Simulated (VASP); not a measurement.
Set up this calculation in VASP 6.6.1, as the native input.

| Item | Value |
| --- | --- |
| Task | single point |
| Functional | r2SCAN |
| Potentials or basis | VASP PAW PBE potentials, release 64 (Te, Mo_sv) |
| Cutoff | 520 eV |
| k mesh | 12 × 12 × 2 |
| Occupations | gaussian, width 0.05 eV |
| Spin | no spin polarisation |
| Dipole correction | no |
| Further INCAR settings | ALGO = Normal; EDIFF = 1e-06; NBANDS = 20 |

The system is Te2Mo, a slab with vacuum.

```
CELL_PARAMETERS angstrom
3.72151 0.00000 0.00000
-1.86076 3.22292 0.00000
0.00000 0.00000 17.52380
ATOMIC_POSITIONS crystal
Te 0.33333 0.66667 0.89791
Te 0.33333 0.66667 0.10209
Mo 0.00000 0.00000 0.00000
```

This cell differs from its parent crystal: strain +0.0450 x Voigt [1, 1, 0, 0, 0, 0].

One way to write it, as run:

POSCAR

```
Te2Mo
1.0
    3.7215127043      0.0000000000      0.0000000000
   -1.8607563522      3.2229245424      0.0000000000
    0.0000000000      0.0000000000     17.5238001931
Te Mo
2 1
Direct
    0.3333333333      0.6666666667      0.8979077081
    0.3333333333      0.6666666667      0.1020922919
    0.0000000000      0.0000000000      0.0000000000
```

INCAR.step1

```
PREC = Accurate
ENCUT = 520
ISMEAR = 0
SIGMA = 0.05
LREAL = False
LASPH = True
NELM = 100
NBANDS = 20
GGA = PE
ALGO = Normal
EDIFF = 1E-4
LWAVE = True
LCHARG = False
```

INCAR.step2

```
PREC = Accurate
ENCUT = 520
EDIFF = 1E-6
ISMEAR = 0
SIGMA = 0.05
LREAL = False
LASPH = True
NELM = 100
ALGO = Normal
ISIF = 2
LWAVE = False
LCHARG = False
METAGGA = R2SCAN
LMIXTAU = True
NBANDS = 20
ISTART = 1
```

KPOINTS

```
regular mesh
0
Gamma
  12 12 2
```

Potentials or basis: VASP PAW PBE potentials, release 64 (Te, Mo_sv).

Run with:

```console
$ cat potpaw_PBE.64/Te/POTCAR potpaw_PBE.64/Mo_sv/POTCAR > POTCAR
$ cp INCAR.step1 INCAR
$ mpirun -np 1 vasp_std > vasp.out
$ cp INCAR.step2 INCAR
$ mpirun -np 1 vasp_std > vasp.out
```

Results of the run:

```
Largest force          : 0.665 eV/Å
Band gap on the k mesh : 0.86 eV, direct
```

Caveat: the cell differs from its parent crystal (strain +0.0450 x Voigt [1, 1, 0, 0, 0, 0]); the PAW data sets were made with another functional, which shifts forces and pressure a little; spin-orbit coupling is left out, which moves the levels of the heavy elements.

Run time: 8.4 min on 1 thread of Intel(R) Xeon(R) Platinum 8488C (Sapphire Rapids) (shared host), peak memory 0.46 GiB.
